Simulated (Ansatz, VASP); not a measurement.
TiSi2 in VASP and in Ansatz

INCAR

```
SYSTEM = TiSi2
PREC = Accurate
ENCUT = 500
EDIFF = 1E-6
ISMEAR = 0
SIGMA = 0.1
LREAL = .False.
LASPH = .True.
NELM = 120
ALGO = Normal
ISIF = 2
LWAVE = .False.
LCHARG = .True.
GGA = PE
LELF = .True.
LVHAR = .True.
NBANDS = 29
GGA_COMPAT = .False.
```

The input KPOINTS:

```
Automatic mesh
0
Gamma
  6 6 6
  0 0 0
```

POSCAR

```
TiSi2
1.0
    1.7651050100     -6.7592816400      0.0000000000
    1.7651050100      6.7592816400      0.0000000000
    0.0000000000      0.0000000000      3.5651738600
Ti Si
2 4
Direct
    0.8968819400      0.1031180800      0.7500000000
    0.1031180800      0.8968819400      0.2500000000
    0.5582514400      0.4417485600      0.7500000000
    0.4417485600      0.5582514400      0.2500000000
    0.2496851800      0.7503148300      0.7500000000
    0.7503148300      0.2496851800      0.2500000000
```

Input for Ansatz:

```yaml
crystal:
  lattice:
    - [1.76510501, -6.75928164, 0.0]
    - [1.76510501, 6.75928164, 0.0]
    - [0.0, 0.0, 3.56517386]
  atoms:
    - { symbol: Ti, position: [0.89688194, 0.10311808, 0.75] }
    - { symbol: Ti, position: [0.10311808, 0.89688194, 0.25] }
    - { symbol: Si, position: [0.55825144, 0.44174856, 0.75] }
    - { symbol: Si, position: [0.44174856, 0.55825144, 0.25] }
    - { symbol: Si, position: [0.24968518, 0.75031483, 0.75] }
    - { symbol: Si, position: [0.75031483, 0.24968518, 0.25] }
basis:
  ecutwfc: 420
kpoints:
  mp_grid: { grid: [6, 6, 6] }
hamiltonian:
  xc: pbe
scf:
  occupations: { method: gaussian, width: 0.1 }
  lower_state_search: "off"
output:
  forces: true
  stress: true
  eigenvalues: true
```

Alike in both runs: task single point; functional PBE; k mesh 6 × 6 × 6; occupations gaussian, width 0.1 eV; no spin polarisation.

|  | VASP | Ansatz |
| --- | --- | --- |
| version | VASP 6.6.1 | Ansatz 0.2.0 |
| potentials or method | VASP PAW PBE potentials, release 64 (Ti_sv, Si), cutoff 500 eV | scalar-relativistic, plane waves, PAW |
| valence electrons in the cell | 40 | 40 |

Ansatz gave:

* gap on the k mesh at the Fermi level (eV): none
* pressure (GPa): 1.9
* traceless stress, the component that is largest in VASP (GPa): -0.20
* rms of the force components (eV/Å): 0.075

Task: Estimate VASP's values.

Result: gap on the k mesh at the Fermi level (eV): none; pressure (GPa): 1.8; traceless stress, the component that is largest in VASP (GPa): -0.19; rms of the force components (eV/Å): 0.071.

Atom by atom the forces differ by 0.004 eV/Å (rms over components). A gap of «none» marks a metal or a gap that the smearing closes.
